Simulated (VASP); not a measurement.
# Al2BP3 (R-3m) in VASP: further runs

The runs below take Al2BP3 through single point, relaxation of cell and atoms, with PBE.

Program: VASP 6.6.1. These are calculated values, not measurements. Logs are shortened: lines on timing, memory, paths and dates and some standing lists are left out, and cuts for length are marked.

## (1) The cell of the first run

The structure is trigonal, space group R-3m (No. 166). The conventional cell has a = 5.974 Å, b = 5.974 Å, c = 8.771 Å, α = 90.00°, β = 90.00°, γ = 120.00°. Within 3.3 Å of Al (site symmetry 3m) lie 9 P at 2.42 to 3.23 Å and 1 Al at 2.46 Å and 1 B at 3.16 Å. B (site symmetry -3m) has 6 P at 2.26 Å within 3.0 Å. Within 3.0 Å of P (site symmetry 2/m) lie 2 B at 2.26 Å and 2 Al at 2.42 Å and 4 P at 2.99 Å.

The cell was generated, and may not be a known phase.

## (2) Single point, PBE

Contents of INCAR:

```
SYSTEM = Al2BP3
PREC = Accurate
ENCUT = 520
EDIFF = 1E-6
ISMEAR = 0
SIGMA = 0.1
LREAL = .False.
LASPH = .True.
NELM = 100
ALGO = Normal
ISIF = 2
LWAVE = .False.
LCHARG = .True.
GGA = PE
LELF = .True.
LVHAR = .True.
NBANDS = 21
```

Contents of KPOINTS:

```
Automatic mesh
0
Gamma
  12 12 12
  0 0 0
```

Contents of POSCAR:

```
Al2BP3
1.0
    2.9869885577      1.7245386479      2.9236894432
   -2.9869885577      1.7245386479      2.9236894432
    0.0000000000     -3.4490772957      2.9236894433
Al B P
2 1 3
Direct
    0.1401065990      0.1401065990      0.1401065990
    0.8598934010      0.8598934010      0.8598934010
    0.5000000000      0.5000000000      0.5000000000
    0.0000000000      0.5000000000      0.5000000000
    0.5000000000      0.0000000000      0.5000000000
    0.5000000000      0.5000000000      0.0000000000
```

Potentials or basis: VASP PAW PBE potentials, release 64 (Al, B, P).

Launch:

```sh
$ cat potpaw_PBE.64/Al/POTCAR potpaw_PBE.64/B/POTCAR potpaw_PBE.64/P/POTCAR > POTCAR
$ mpirun -np 1 vasp_std > vasp.out
```

OUTCAR:

```text
SYSTEM = Al2BP3
   PREC = Accurate
   ENCUT = 520
   EDIFF = 1E-6
   ISMEAR = 0
   LREAL = .False.
   LASPH = .True.
   NELM = 100
   ISIF = 2
   GGA = PE

 ion  position               nearest neighbor table
   1  0.140  0.140  0.140-   6 2.42   5 2.42   4 2.42   2 2.46
   2  0.860  0.860  0.860-   6 2.42   5 2.42   4 2.42   1 2.46
   3  0.500  0.500  0.500-   4 2.26   5 2.26   5 2.26   4 2.26   6 2.26   6 2.26
   4  0.000  0.500  0.500-   3 2.26   3 2.26   1 2.42   2 2.42
   5  0.500  0.000  0.500-   3 2.26   3 2.26   1 2.42   2 2.42
   6  0.500  0.500  0.000-   3 2.26   3 2.26   1 2.42   2 2.42

  LATTYP: Found a trigonal (rhomboedric) cell.
 ALAT       =     4.5215145861
 COS(alpha) =     0.1271708516

  Lattice vectors:

 A1 = (   2.9869885577,   1.7245386479,   2.9236894432)
 A2 = (  -2.9869885577,   1.7245386479,   2.9236894432)
 A3 = (   0.0000000000,  -3.4490772957,   2.9236894433)

Analysis of symmetry for initial positions (statically):
=====================================================================
 Subroutine PRICEL returns:
 Original cell was already a primitive cell.

 Routine SETGRP: Setting up the symmetry group for a
 trigonal (rhombohedral) supercell.

 Subroutine GETGRP returns: Found 12 space group operations
 (whereof 12 operations were pure point group operations)
 out of a pool of 12 trial point group operations.

The static configuration has the point symmetry D_3d.

Analysis of symmetry for dynamics (positions and initial velocities):
=====================================================================
 Subroutine PRICEL returns:
 Original cell was already a primitive cell.

 Routine SETGRP: Setting up the symmetry group for a
 trigonal (rhombohedral) supercell.

 Subroutine GETGRP returns: Found 12 space group operations
 (whereof 12 operations were pure point group operations)
 out of a pool of 12 trial point group operations.

The dynamic configuration has the point symmetry D_3d.

 Subroutine INISYM returns: Found 12 space group operations
 (whereof 12 operations are pure point group operations),
 and found     1 'primitive' translations

----------------------------------------------------------------------------------------

                                     Primitive cell

  volume of cell :      90.3627

  direct lattice vectors                    reciprocal lattice vectors
     2.986988558  1.724538648  2.923689443     0.167392673  0.096644205  0.114011197
    -2.986988558  1.724538648  2.923689443    -0.167392673  0.096644205  0.114011197
     0.000000000 -3.449077296  2.923689443     0.000000000 -0.193288410  0.114011197

  length of vectors
     4.521514586  4.521514586  4.521514586     0.224408027  0.224408027  0.224408027

  position of ions in fractional coordinates (direct lattice)
     0.140106599  0.140106599  0.140106599
     0.859893401  0.859893401  0.859893401
     0.500000000  0.500000000  0.500000000
     0.000000000  0.500000000  0.500000000
     0.500000000  0.000000000  0.500000000
     0.500000000  0.500000000  0.000000000

  ion indices of the primitive-cell ions
   primitive index   ion index
                 1           1
                 2           2
                 3           3
                 4           4
                 5           5
                 6           6

----------------------------------------------------------------------------------------

 KPOINTS: Automatic mesh

Automatic generation of k-mesh.
 Grid dimensions read from file:
 generate k-points for:   12   12   12

 Generating k-lattice:

  Cartesian coordinates                     Fractional coordinates (reciprocal lattice)
     0.013949389  0.008053684  0.009500933     0.083333333  0.000000000  0.000000000
    -0.013949389  0.008053684  0.009500933     0.000000000  0.083333333  0.000000000
     0.000000000 -0.016107368  0.009500933    -0.000000000 -0.000000000  0.083333333

  Length of vectors
     0.018700669  0.018700669  0.018700669

  Shift w.r.t. Gamma in fractional coordinates (k-lattice)
     0.000000000  0.000000000  0.000000000

 Subroutine IBZKPT returns following result:
 ===========================================

 Found    189 irreducible k-points:

 Following reciprocal coordinates:
            Coordinates               Weight
  0.000000  0.000000  0.000000      1.000000
  0.083333 -0.000000  0.000000      6.000000
  0.166667  0.000000 -0.000000      6.000000
  0.250000  0.000000  0.000000      6.000000
  0.333333  0.000000  0.000000      6.000000
  0.416667  0.000000  0.000000      6.000000
[... 16 lines left out ...]
  0.500000  0.166667  0.000000     12.000000
 -0.416667  0.166667  0.000000     12.000000
 [... further k-points ...]
   k-points           NKPTS =    189   k-points in BZ     NKDIM =    189   number of bands    NBANDS=     21
   number of dos      NEDOS =    301   number of ions     NIONS =      6
   total plane-waves  NPLWV =  46656
   dimension x,y,z NGX =    36 NGY =   36 NGZ =   36
   dimension x,y,z NGXF=    72 NGYF=   72 NGZF=   72
   ions per type =               2   1   3
   NGX,Y,Z   is equivalent  to a cutoff of  13.24, 13.24, 13.24 a.u.
   NGXF,Y,Z  is equivalent  to a cutoff of  26.47, 26.47, 26.47 a.u.
 SYSTEM =  Al2BP3
   PREC   = accura    normal or accurate (medium, high low for compatibility)
   ISTART =      0    job   : 0-new  1-cont  2-samecut
   ICHARG =      2    charge: 1-file 2-atom 10-const
   ISPIN  =      1    spin polarized calculation?
   LNONCOLLINEAR =      F non collinear calculations
   LSORBIT =      F    spin-orbit coupling
   LASPH  =      T    aspherical Exc in radial PAW
   ENCUT  =  520.0 eV  38.22 Ry    6.18 a.u.   8.41  8.41  8.41*2*pi/ulx,y,z
   NELM   =    100;   NELMIN=  2; NELMDL= -5     # of ELM steps
   EDIFF  = 0.1E-05   stopping-criterion for ELM
   LREAL  =      F    real-space projection
   EDIFFG = 0.1E-04   stopping-criterion for IOM
   NSW    =      0    number of steps for IOM
   IBRION =     -1    ionic relax: 0-MD 1-quasi-New 2-CG
   NFREE  =      0    steps in history (QN), initial steepest desc. (CG)
   ISIF   =      2    stress and relaxation
   ISYM   =      2    0-nonsym 1-usesym 2-fastsym
   POTIM  = 0.5000    time-step for ionic-motion
   TEBEG  =    0.0;   TEEND  =   0.0 temperature during run
   PSTRESS=    0.0 pullay stress
   NELECT =      24.0000    total number of electrons
   NUPDOWN=      -1.0000    fix difference up-down
   EMIN   =  10.00;   EMAX   =-10.00  energy-range for DOS
   EFERMI =   0.00;   METHOD = LEGACY
   ISMEAR =     0;   SIGMA  =   0.10  broadening in eV -4-tet -1-fermi 0-gaus
   EFERMI_NEDOS =   21; number of points for ismear=-14 and -15
   IALGO  =     38    algorithm
   IMIX   =      4    mixing-type and parameters
     AMIX     =   0.40;   BMIX     =  1.00
     AMIX_MAG =   1.60;   BMIX_MAG =  1.00
  volume/ion in A,a.u.               =      15.06       101.63
  Fermi-wavevector in a.u.,A,eV,Ry     =   1.052323  1.988601 15.066860  1.107383
  Thomas-Fermi vector in A             =   2.187401
   LORBIT       =      0    0 simple, 1 ext, 2 COOP (PROOUT), +10 PAW based schemes
   GGA     = PE    functional components
   LHFCALC =     F    Hartree Fock is set to
   AEXX    =    0.0000 exact exchange contribution
   IVDW    =     0    specifies the selected vdW correction
   LEPSILON=     F    determine dielectric tensor
   LRPA    =     F    only Hartree local field effects (RPA)
 non-spin polarized calculation
 Gauss-broadening in eV      SIGMA  =   0.10
  energy-cutoff  :      520.00
  volume of cell :       90.36
 maximum number of plane-waves:      2453
 NGX is ok and might be reduce to    36
   NGX = 17   NGY = 17   NGZ = 17

 number of electron      24.0000000 magnetization

 Free energy of the ion-electron system (eV)
  ---------------------------------------------------
  ext. energy  EPLUGINS =         0.00000000
  ---------------------------------------------------
  free energy    TOTEN  =       -27.34558041 eV

  energy without entropy =      -27.32964634  energy(sigma->0) =      -27.33761337

 E-fermi :   7.6372     XC(G=0): -10.6033

 val. band max:        7.6351818230   @ k =  -0.4167   0.2500   0.0000
 cond. band min:       7.6405025077   @ k =   0.5000   0.0833   0.0833
 fundamental gap:      0.0053206847
 Fermi energy:         7.6372087291

 k-point     1 :       0.0000    0.0000    0.0000
  band No.  band energies     occupation
      1      -6.6880      2.00000
      2      -1.4223      2.00000
      3      -1.4223      2.00000
      4      -0.0660      2.00000
      5       1.8294      2.00000
      6       1.8294      2.00000
[... 13 lines left out ...]
     20      12.4883      0.00000
     21      12.4883      0.00000

 k-point     2 :       0.0833   -0.0000    0.0000
  band No.  band energies     occupation
      1      -6.6460      2.00000
      2      -1.7181      2.00000
      3      -1.4099      2.00000
      4       0.1411      2.00000
      5       1.5799      2.00000
      6       1.8648      2.00000
[... 13 lines left out ...]
     20      12.7843      0.00000
     21      12.8477      0.00000

 k-point     3 :       0.1667    0.0000   -0.0000
  band No.  band energies     occupation
      1      -6.5214      2.00000
      2      -2.3212      2.00000
      3      -1.3754      2.00000
      4       0.5165      2.00000
      5       1.4190      2.00000
      6       1.9648      2.00000
[... 13 lines left out ...]
     20      13.2308      0.00000
     21      13.6426      0.00000
[... 457 lines left out ...]
 k-point    23 :       0.5000    0.1667    0.0000
  band No.  band energies     occupation
      1      -5.4721      2.00000
      2      -4.2275      2.00000
      3      -1.7574      2.00000
      4       1.2209      2.00000
      5       1.7499      2.00000
      6       1.9860      2.00000
[... 13 lines left out ...]
     20      13.7954      0.00000
     21      14.2525      0.00000

 k-point    24 :      -0.4167    0.1667    0.0000
  band No.  band energies     occupation
      1      -5.5486      2.00000
      2      -4.1385      2.00000
      3      -1.7982      2.00000
      4       1.0188      2.00000
      5       1.9786      2.00000
      6       2.3493      2.00000
[... 13 lines left out ...]
     20      13.6067      0.00000
     21      14.0521      0.00000

 [... further k-points ...]
[... 5 lines left out ...]
  --------------------------------------------------------------------------------------
  -------------------------------------------------------------------------------------
  Total       -0.0421258     -0.0421258     -0.0918070      0.0000000     -0.0000000      0.0000000
  in kB       -0.7469123     -0.7469123     -1.6277869      0.0000000     -0.0000000      0.0000000
  external PRESSURE =      -1.0405372 kB  Pullay stress =       0.0000000 kB

 VOLUME and BASIS-vectors are now :
 -----------------------------------------------------------------------------
  energy-cutoff  :      520.00
  volume of cell :       90.36
      direct lattice vectors                 reciprocal lattice vectors
     2.986988558  1.724538648  2.923689443     0.167392673  0.096644205  0.114011197
    -2.986988558  1.724538648  2.923689443    -0.167392673  0.096644205  0.114011197
     0.000000000 -3.449077296  2.923689443     0.000000000 -0.193288410  0.114011197

 POSITION                                       TOTAL-FORCE (eV/Angst)
 -----------------------------------------------------------------------------------
      0.00000      0.00000      1.22888         0.000000      0.000000      0.002393
      0.00000      0.00000      7.54218         0.000000     -0.000000     -0.002393
      0.00000      0.00000      4.38553         0.000000      0.000000      0.000000
     -1.49349     -0.86227      2.92369         0.000000      0.000000      0.000000
      1.49349     -0.86227      2.92369         0.000000     -0.000000      0.000000
      0.00000      1.72454      2.92369        -0.000000      0.000000      0.000000
 -----------------------------------------------------------------------------------
    total drift:                               -0.000000     -0.000000      0.000000

  FREE ENERGIE OF THE ION-ELECTRON SYSTEM (eV)
  ---------------------------------------------------
  free  energy   TOTEN  =       -27.3455804086 eV

  energy  without entropy=      -27.3296463366  energy(sigma->0) =      -27.33761337
```

It took 5.7 min on 1 thread of Intel Xeon 8259CL, shared host; peak memory 0.43 GiB.

Results:

| Quantity | Value |
| --- | --- |
| Free energy | -27.3456 eV |
| Pressure | -0.1 GPa |
| Band gap on the k mesh | zero (bands 12 and 13 overlap by 2.63 eV) |

Forces in eV/Å, atoms in the order of the input:
```
Al   0.000  0.000  0.002
Al   0.000  0.000 -0.002
B    0.000  0.000  0.000
P    0.000  0.000  0.000
P    0.000  0.000  0.000
P    0.000  0.000  0.000
```

Stress tensor (GPa, compression positive):
```
-0.07  0.00  0.00
 0.00 -0.07  0.00
 0.00  0.00 -0.16
```

## (3) Relaxation of cell and atoms, PBE

This run uses another cell than the first one, of 13.88 Å³/atom.

Contents of INCAR:

```
SYSTEM = Al2BP3
PREC = Accurate
ENCUT = 600
EDIFF = 1E-6
ISMEAR = 0
SIGMA = 0.1
LREAL = .FALSE.
LASPH = .TRUE.
NELM = 80
ALGO = Normal
ISIF = 3
LWAVE = .FALSE.
LCHARG = .FALSE.
GGA = PE
IBRION = 2
NSW = 100
EDIFFG = -0.01
```

Contents of KPOINTS:

```
Automatic mesh
0
G
  12 12 12
  0 0 0
```

Contents of POSCAR:

```
Al2BP3
1.0
    2.4495637078      1.4142562661      4.0068355061
   -2.4495637078      1.4142562661      4.0068355061
    0.0000000000     -2.8285125321      4.0068355061
Al B P
2 1 3
Direct
    0.1294467157      0.1294467157      0.1294467157
    0.8705532843      0.8705532843      0.8705532843
    0.5000000000      0.5000000000      0.5000000000
    0.0000000000      0.5000000000      0.5000000000
    0.5000000000      0.0000000000      0.5000000000
    0.5000000000      0.5000000000      0.0000000000
```

Potentials or basis: VASP PAW PBE potentials, release 64 (Al, B, P).

Launch:

```sh
$ cat potpaw_PBE.64/Al/POTCAR potpaw_PBE.64/B/POTCAR potpaw_PBE.64/P/POTCAR > POTCAR
$ mpirun -np 1 vasp_std > vasp.out
```

It took 84 min on 1 thread of Intel Xeon 8259CL, shared host; peak memory 0.48 GiB.

Results (log left out):

- Free energy: -27.3429 eV
- Relaxed volume: 15.03 Å³/atom
- Relaxed cell: a = 4.520 Å, b = 4.520 Å, c = 4.520 Å, α = 82.63°, β = 82.63°, γ = 82.63°
- Space group after relaxing (to 0.1 Å): R-3m (No. 166)
- Energy gained by relaxing: 245.0 meV/atom
- Ionic steps: 23
- Pressure after relaxing: 0.0 GPa
- Band gap on the k mesh: zero (bands 12 and 13 overlap by 2.64 eV)

Stress tensor (GPa, compression positive):
```
 0.04  0.00  0.00
 0.00  0.04  0.00
 0.00  0.00 -0.09
```

The path:
| step | energy change (eV) | largest force (eV/Å) | pressure (GPa) | volume (Å³) |
| --- | --- | --- | --- | --- |
| 1 | 0.0000 | 0.0430 | -0.28 | 83.29 |
| 2 | -0.1049 | 0.0448 | -0.24 | 82.96 |
| 3 | -0.3790 | 0.1382 | 1.12 | 81.57 |
| 4 | -0.7479 | 0.9754 | 13.31 | 76.72 |
| 5 | -0.3546 | 2.6469 | 23.50 | 74.41 |
| 6 | -0.7405 | 1.0783 | 14.19 | 76.51 |
| 7 | -0.7658 | 1.1676 | 14.28 | 76.68 |
| 8 | -0.8302 | 1.4655 | 14.54 | 77.19 |
| 9 | -0.8409 | 2.2142 | 15.32 | 78.13 |
| 10 | -0.8591 | 1.9067 | 14.97 | 77.79 |
| 11 | -0.9317 | 1.8048 | 13.78 | 78.51 |
| 12 | -1.1164 | 1.5280 | 10.45 | 80.70 |
| 13 | -1.3524 | 1.0926 | 4.82 | 85.18 |
| 14 | -1.4114 | 0.5867 | -3.33 | 94.53 |
| 15 | -1.4444 | 0.7218 | -0.74 | 91.04 |
| 16 | -1.4445 | 0.7378 | -0.47 | 90.71 |
| 17 | -1.4555 | 0.5543 | -0.30 | 90.49 |
| 18 | -1.4696 | 0.0546 | 0.26 | 89.87 |
| 19 | -1.4696 | 0.0313 | 0.28 | 89.84 |
| 20 | -1.4698 | 0.0281 | 0.18 | 89.95 |
| 21 | -1.4699 | 0.0223 | -0.03 | 90.15 |
| 22 | -1.4700 | 0.0163 | -0.02 | 90.16 |
| 23 | -1.4701 | 0.0013 | 0.00 | 90.21 |

Final structure:
```
Al B P
1.0
     2.98375    1.72267    2.92503
    -2.98375    1.72267    2.92503
     0.00000   -3.44533    2.92503
Al B P
2 1 3
Direct
  0.13999 0.13999 0.13999
  0.86001 0.86001 0.86001
  0.50000 0.50000 0.50000
  0.00000 0.50000 0.50000
  0.50000 0.00000 0.50000
  0.50000 0.50000 0.00000
```

Levels at points of the mesh, in eV from the Fermi level:
| k point | band 8 | band 9 | band 10 | band 11 | band 12 | band 13 | band 14 | band 15 | band 16 |
| --- | --- | --- | --- | --- | --- | --- | --- | --- | --- |
| (0.00, 0.00, 0.00) | -2.76 | -2.18 | -2.18 | -1.60 | 0.06 | 0.06 | 1.04 | 1.32 | 1.32 |
| (0.50, 0.00, 0.00) | -3.88 | -3.06 | -2.56 | -2.33 | 0.30 | 0.47 | 0.75 | 2.02 | 2.26 |
| (0.50, 0.50, 0.00) | -3.57 | -2.48 | -2.42 | -0.78 | 0.48 | 0.57 | 1.46 | 1.66 | 2.04 |
| (0.50, 0.50, 0.50) | -5.04 | 0.32 | 0.32 | 1.05 | 1.96 | 1.96 | 2.01 | 2.01 | 2.52 |
